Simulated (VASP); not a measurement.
# Pt (Fm-3m) in VASP: single point with r2SCAN

Aim: the single point of Pt with r2SCAN.

Program: VASP 6.6.1. These are calculated values, not measurements. Logs are shortened: lines on timing, memory, paths and dates and some standing lists are left out, and cuts for length are marked.

### Step 1. The cell of the first run

It takes space group Fm-3m (No. 225, cubic). The conventional cell has a = 3.940 Å, b = 3.940 Å, c = 3.940 Å, α = 90.00°, β = 90.00°, γ = 90.00°. Within 3.7 Å of Pt (site symmetry m-3m) lie 12 Pt at 2.79 Å.

### Step 2. Single point, r2SCAN

The input, POSCAR:

```
Pt
1.0
    0.0000000000      1.9699842901      1.9699842901
    1.9699842901      0.0000000000      1.9699842901
    1.9699842901      1.9699842901      0.0000000000
Pt
1
Direct
    0.0000000000      0.0000000000      0.0000000000
```

The input, INCAR.step1:

```
SYSTEM = Pt
PREC = Accurate
ENCUT = 550
ISMEAR = 0
SIGMA = 0.1
LREAL = .False.
LASPH = .True.
NELM = 120
NBANDS = 11
GGA = PE
ALGO = Normal
EDIFF = 1E-5
LWAVE = .True.
LCHARG = .False.
GGA_COMPAT = .False.
```

The input, INCAR.step2:

```
SYSTEM = Pt
PREC = Accurate
ENCUT = 550
EDIFF = 1E-6
ISMEAR = 0
SIGMA = 0.1
LREAL = .False.
LASPH = .True.
NELM = 120
ALGO = Normal
ISIF = 2
LWAVE = .False.
LCHARG = .False.
METAGGA = R2SCAN
LMIXTAU = .True.
NBANDS = 11
ISTART = 1
GGA_COMPAT = .False.
```

The input, KPOINTS:

```
Automatic mesh
0
Gamma
  18 18 18
  0 0 0
```

Potentials or basis: VASP PAW PBE potentials, release 64 (Pt).

Run with:

```console
$ cat potpaw_PBE.64/Pt/POTCAR > POTCAR
$ cp INCAR.step1 INCAR
$ mpirun -np 1 vasp_std > vasp.out
$ cp INCAR.step2 INCAR
$ mpirun -np 1 vasp_std > vasp.out
```

OUTCAR:

```text
SYSTEM = Pt
   PREC = Accurate
   ENCUT = 550
   EDIFF = 1E-6
   ISMEAR = 0
   LREAL = .False.
   LASPH = .True.
   NELM = 120
   ISIF = 2
   METAGGA = R2SCAN
   ISTART = 1

 ion  position               nearest neighbor table
   1  0.000  0.000  0.000-

  LATTYP: Found a face centered cubic cell.
 ALAT       =     3.9399685802

  Lattice vectors:

 A1 = (   0.0000000000,   1.9699842901,   1.9699842901)
 A2 = (   1.9699842901,   0.0000000000,   1.9699842901)
 A3 = (   1.9699842901,   1.9699842901,   0.0000000000)

Analysis of symmetry for initial positions (statically):
=====================================================================
 Subroutine PRICEL returns:
 Original cell was already a primitive cell.

 Routine SETGRP: Setting up the symmetry group for a
 face centered cubic supercell.

 Subroutine GETGRP returns: Found 48 space group operations
 (whereof 48 operations were pure point group operations)
 out of a pool of 48 trial point group operations.

The static configuration has the point symmetry O_h .

Analysis of symmetry for dynamics (positions and initial velocities):
=====================================================================
 Subroutine PRICEL returns:
 Original cell was already a primitive cell.

 Routine SETGRP: Setting up the symmetry group for a
 face centered cubic supercell.

 Subroutine GETGRP returns: Found 48 space group operations
 (whereof 48 operations were pure point group operations)
 out of a pool of 48 trial point group operations.

The dynamic configuration has the point symmetry O_h .

 Subroutine INISYM returns: Found 48 space group operations
 (whereof 48 operations are pure point group operations),
 and found     1 'primitive' translations

----------------------------------------------------------------------------------------

                                     Primitive cell

  volume of cell :      15.2904

  direct lattice vectors                    reciprocal lattice vectors
     0.000000000  1.969984290  1.969984290    -0.253809131  0.253809131  0.253809131
     1.969984290  0.000000000  1.969984290     0.253809131 -0.253809131  0.253809131
     1.969984290  1.969984290  0.000000000     0.253809131  0.253809131 -0.253809131

  length of vectors
     2.785978501  2.785978501  2.785978501     0.439610310  0.439610310  0.439610310

  position of ions in fractional coordinates (direct lattice)
     0.000000000  0.000000000  0.000000000

  ion indices of the primitive-cell ions
   primitive index   ion index
                 1           1

----------------------------------------------------------------------------------------

 KPOINTS: Automatic mesh

Automatic generation of k-mesh.
 Grid dimensions read from file:
 generate k-points for:   18   18   18

 Generating k-lattice:

  Cartesian coordinates                     Fractional coordinates (reciprocal lattice)
    -0.014100507  0.014100507  0.014100507     0.055555556  0.000000000  0.000000000
     0.014100507 -0.014100507  0.014100507     0.000000000  0.055555556  0.000000000
     0.014100507  0.014100507 -0.014100507     0.000000000  0.000000000  0.055555556

  Length of vectors
     0.024422795  0.024422795  0.024422795

  Shift w.r.t. Gamma in fractional coordinates (k-lattice)
     0.000000000  0.000000000  0.000000000

 Subroutine IBZKPT returns following result:
 ===========================================

 Found    195 irreducible k-points:

 Following reciprocal coordinates:
            Coordinates               Weight
  0.000000  0.000000  0.000000      1.000000
  0.055556  0.000000  0.000000      8.000000
  0.111111  0.000000  0.000000      8.000000
  0.166667  0.000000  0.000000      8.000000
  0.222222  0.000000  0.000000      8.000000
  0.277778  0.000000  0.000000      8.000000
[... 16 lines left out ...]
 -0.277778  0.055556  0.000000     24.000000
 -0.222222  0.055556  0.000000     24.000000
 [... further k-points ...]
   k-points           NKPTS =    195   k-points in BZ     NKDIM =    195   number of bands    NBANDS=     11
   number of dos      NEDOS =    301   number of ions     NIONS =      1
   total plane-waves  NPLWV =  13824
   dimension x,y,z NGX =    24 NGY =   24 NGZ =   24
   dimension x,y,z NGXF=    48 NGYF=   48 NGZF=   48
   ions per type =               1
   NGX,Y,Z   is equivalent  to a cutoff of  14.32, 14.32, 14.32 a.u.
   NGXF,Y,Z  is equivalent  to a cutoff of  28.64, 28.64, 28.64 a.u.
 SYSTEM =  Pt
   PREC   = accura    normal or accurate (medium, high low for compatibility)
   ISTART =      1    job   : 0-new  1-cont  2-samecut
   ICHARG =      0    charge: 1-file 2-atom 10-const
   ISPIN  =      1    spin polarized calculation?
   LNONCOLLINEAR =      F non collinear calculations
   LSORBIT =      F    spin-orbit coupling
   LASPH  =      T    aspherical Exc in radial PAW
   ENCUT  =  550.0 eV  40.42 Ry    6.36 a.u.   5.33  5.33  5.33*2*pi/ulx,y,z
   NELM   =    120;   NELMIN=  2; NELMDL=  0     # of ELM steps
   EDIFF  = 0.1E-05   stopping-criterion for ELM
   LREAL  =      F    real-space projection
   EDIFFG = 0.1E-04   stopping-criterion for IOM
   NSW    =      0    number of steps for IOM
   IBRION =     -1    ionic relax: 0-MD 1-quasi-New 2-CG
   NFREE  =      0    steps in history (QN), initial steepest desc. (CG)
   ISIF   =      2    stress and relaxation
   ISYM   =      2    0-nonsym 1-usesym 2-fastsym
   POTIM  = 0.5000    time-step for ionic-motion
   TEBEG  =    0.0;   TEEND  =   0.0 temperature during run
   PSTRESS=    0.0 pullay stress
   NELECT =      10.0000    total number of electrons
   NUPDOWN=      -1.0000    fix difference up-down
   EMIN   =  10.00;   EMAX   =-10.00  energy-range for DOS
   EFERMI =   0.00;   METHOD = LEGACY
   ISMEAR =     0;   SIGMA  =   0.10  broadening in eV -4-tet -1-fermi 0-gaus
   EFERMI_NEDOS =   21; number of points for ismear=-14 and -15
   IALGO  =     38    algorithm
   IMIX   =      4    mixing-type and parameters
     AMIX     =   0.40;   BMIX     =  1.00
     AMIX_MAG =   1.60;   BMIX_MAG =  1.00
  volume/ion in A,a.u.               =      15.29       103.18
  Fermi-wavevector in a.u.,A,eV,Ry     =   1.421026  2.685350 27.474453  2.019315
  Thomas-Fermi vector in A             =   2.541879
   LORBIT       =      0    0 simple, 1 ext, 2 COOP (PROOUT), +10 PAW based schemes
   METAGGA = R2SCAN    functional components
   LHFCALC =     F    Hartree Fock is set to
   AEXX    =    0.0000 exact exchange contribution
   IVDW    =     0    specifies the selected vdW correction
   LEPSILON=     F    determine dielectric tensor
   LRPA    =     F    only Hartree local field effects (RPA)
 non-spin polarized calculation
 Gauss-broadening in eV      SIGMA  =   0.10
  energy-cutoff  :      550.00
  volume of cell :       15.29
 maximum number of plane-waves:       464
 NGX is ok and might be reduce to    24
   NGX = 11   NGY = 11   NGZ = 11

 number of electron      10.0000001 magnetization

 Free energy of the ion-electron system (eV)
  ---------------------------------------------------
  ext. energy  EPLUGINS =         0.00000000
  ---------------------------------------------------
  free energy    TOTEN  =       -51.50119832 eV

  energy without entropy =      -51.49087073  energy(sigma->0) =      -51.49603453

 E-fermi :  10.7537     XC(G=0): -14.5383

 val. band max:       10.7507608269   @ k =   0.4444   0.1111   0.0000
 cond. band min:      10.7538070163   @ k =  -0.2778   0.3889   0.1667
 fundamental gap:      0.0030461893
 Fermi energy:        10.7536932047

 k-point     1 :       0.0000    0.0000    0.0000
  band No.  band energies     occupation
      1       0.4153      2.00000
      2       6.9217      2.00000
      3       6.9217      2.00000
      4       6.9217      2.00000
      5       9.0372      2.00000
      6       9.0372      2.00000
      7      26.2718      0.00000
      8      31.3620      0.00000
      9      31.3620      0.00000
     10      31.3620      0.00000
     11      37.1851      0.00000

 k-point     2 :       0.0556    0.0000    0.0000
  band No.  band energies     occupation
      1       0.5434      2.00000
      2       6.8653      2.00000
      3       6.9726      2.00000
      4       6.9726      2.00000
      5       9.0094      2.00000
      6       9.0094      2.00000
      7      26.4671      0.00000
      8      30.6928      0.00000
      9      31.5537      0.00000
     10      31.5537      0.00000
     11      37.9062      0.00000

 k-point     3 :       0.1111    0.0000    0.0000
  band No.  band energies     occupation
      1       0.9158      2.00000
      2       6.7207      2.00000
      3       7.1051      2.00000
      4       7.1051      2.00000
      5       8.9511      2.00000
      6       8.9511      2.00000
      7      26.9955      0.00000
      8      29.2570      0.00000
      9      32.1104      0.00000
     10      32.1104      0.00000
     11      38.4740      0.00000

 k-point     4 :       0.1667    0.0000    0.0000
  band No.  band energies     occupation
      1       1.4910      2.00000
      2       6.5617      2.00000
      3       7.2514      2.00000
      4       7.2514      2.00000
      5       8.9415      2.00000
      6       8.9415      2.00000
      7      27.4721      0.00000
      8      27.7674      0.00000
      9      32.9701      0.00000
     10      32.9701      0.00000
     11      36.7564      0.00000
[... 239 lines left out ...]
 k-point    22 :      -0.3333    0.0556    0.0000
  band No.  band energies     occupation
      1       3.3486      2.00000
      2       6.9969      2.00000
      3       7.1072      2.00000
      4       7.6530      2.00000
      5       9.7830      2.00000
      6      10.5434      1.99706
      7      20.8653      0.00000
      8      26.9961      0.00000
      9      31.2179      0.00000
     10      33.2734      0.00000
     11      36.6574      0.00000

 k-point    23 :      -0.2778    0.0556    0.0000
  band No.  band energies     occupation
      1       3.0660      2.00000
      2       6.7948      2.00000
      3       7.1951      2.00000
      4       7.2595      2.00000
      5       9.2771      2.00000
      6      10.0186      2.00000
      7      23.0683      0.00000
      8      27.6792      0.00000
      9      32.1430      0.00000
     10      35.0508      0.00000
     11      35.1051      0.00000

 k-point    24 :      -0.2222    0.0556    0.0000
  band No.  band energies     occupation
      1       2.5091      2.00000
      2       6.4419      2.00000
      3       7.3077      2.00000
      4       7.3739      2.00000
      5       8.8700      2.00000
      6       9.5594      2.00000
      7      25.1523      0.00000
      8      28.1633      0.00000
      9      32.6866      0.00000
     10      34.3045      0.00000
     11      35.5118      0.00000

 [... further k-points ...]
[... 5 lines left out ...]
  --------------------------------------------------------------------------------------
  -------------------------------------------------------------------------------------
  Total        0.0727972      0.0727972      0.0727972     -0.0000000     -0.0000000      0.0000000
  in kB        7.6279363      7.6279363      7.6279363     -0.0000000     -0.0000000      0.0000000
  external PRESSURE =       7.6279363 kB  Pullay stress =       0.0000000 kB

 VOLUME and BASIS-vectors are now :
 -----------------------------------------------------------------------------
  energy-cutoff  :      550.00
  volume of cell :       15.29
      direct lattice vectors                 reciprocal lattice vectors
     0.000000000  1.969984290  1.969984290    -0.253809131  0.253809131  0.253809131
     1.969984290  0.000000000  1.969984290     0.253809131 -0.253809131  0.253809131
     1.969984290  1.969984290  0.000000000     0.253809131  0.253809131 -0.253809131

 POSITION                                       TOTAL-FORCE (eV/Angst)
 -----------------------------------------------------------------------------------
      0.00000      0.00000      0.00000         0.000000      0.000000      0.000000
 -----------------------------------------------------------------------------------
    total drift:                                0.000000      0.000000     -0.000000

  FREE ENERGIE OF THE ION-ELECTRON SYSTEM (eV)
  ---------------------------------------------------
  free  energy   TOTEN  =       -51.5011983229 eV

  energy  without entropy=      -51.4908707306  energy(sigma->0) =      -51.49603453
```

Run time: 75 s. Hardware: 1 thread of Intel Xeon 6975P-C, shared host; peak memory 0.17 GiB.

Results:

- Free energy: -51.5012 eV
- Pressure: 0.8 GPa
- Band gap on the k mesh: zero (band 5 reaches 11.26 eV, above the bottom of band 6 at 8.94 eV)

Caveat: the PAW data sets were made with another functional, which shifts forces and pressure a little; spin-orbit coupling is left out, which moves the levels of the heavy elements.
